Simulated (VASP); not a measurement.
Here is a VASP 6.6.1 calculation.

File INCAR:

```
PREC     = Accurate       # precision mode
ENCUT    = 520            # plane-wave cutoff, eV
EDIFF    = 1E-6           # SCF threshold, eV
ISMEAR   = 0              # smearing method
SIGMA    = 0.01           # smearing width, eV
LREAL    = False          # projectors in reciprocal space
LASPH    = True           # aspherical terms in the spheres
NELM     = 60             # most SCF steps
ALGO     = Normal         # electronic algorithm
ISIF     = 2              # what is computed and relaxed
LWAVE    = False          # write WAVECAR
LCHARG   = False          # write CHGCAR
GGA      = PE             # functional
NBANDS   = 36             # bands
```

KPOINTS

```
Automatic mesh
0
Gamma
  6 6 6
```

The input POSCAR:

```
AlB2Sb3
1.0
    5.9194938673     -3.4139289732      0.0000000000
    5.9194938673      3.4139289732      0.0000000000
    0.0000000000      0.0000000000      6.4535232321
Al B Sb
2 4 6
Direct
    0.1660617968      0.8339382032      0.5004769387
    0.8339382032      0.1660617968      0.0004769387
    0.8269061289      0.5186106566      0.5008196651
    0.4813893434      0.1730938711      0.5008196651
    0.1730938711      0.4813893434      0.0008196651
    0.5186106566      0.8269061289      0.0008196651
    0.1589878616      0.4696614667      0.6402970117
    0.5303385333      0.8410121384      0.6402970117
    0.7849012540      0.2150987460      0.5922897077
    0.8410121384      0.5303385333      0.1402970117
    0.4696614667      0.1589878616      0.1402970117
    0.2150987460      0.7849012540      0.0922897077
```

Potentials or basis: VASP PAW PBE potentials, release 64 (Al, B, Sb).

Launch:

```sh
$ cat potpaw_PBE.64/Al/POTCAR potpaw_PBE.64/B/POTCAR potpaw_PBE.64/Sb/POTCAR > POTCAR
$ mpirun -np 1 vasp_std > vasp.out
```

**Question.** What does it give for the band gap on the k mesh?

**Answer.** 0.59 eV (least direct gap 0.78 eV).

**Question.** Predict the pressure.

**Answer.** 0.3 GPa.

**Question.** Predict the largest force.

**Answer.** 0.007 eV/Å.

Forces on the atoms (eV/Å):
```
Al   0.000 -0.001  0.005
Al   0.000  0.001  0.005
B    0.001  0.001 -0.006
B   -0.001  0.001 -0.006
B   -0.001 -0.001 -0.006
B    0.001 -0.001 -0.006
Sb   0.005  0.004  0.003
Sb  -0.005  0.004  0.003
Sb   0.000 -0.003  0.000
Sb  -0.005 -0.004  0.003
Sb   0.005 -0.004  0.003
Sb   0.000  0.003  0.000
```

Caveat: spin-orbit coupling is left out, which moves the levels of the heavy elements. A k mesh can miss the band edges.
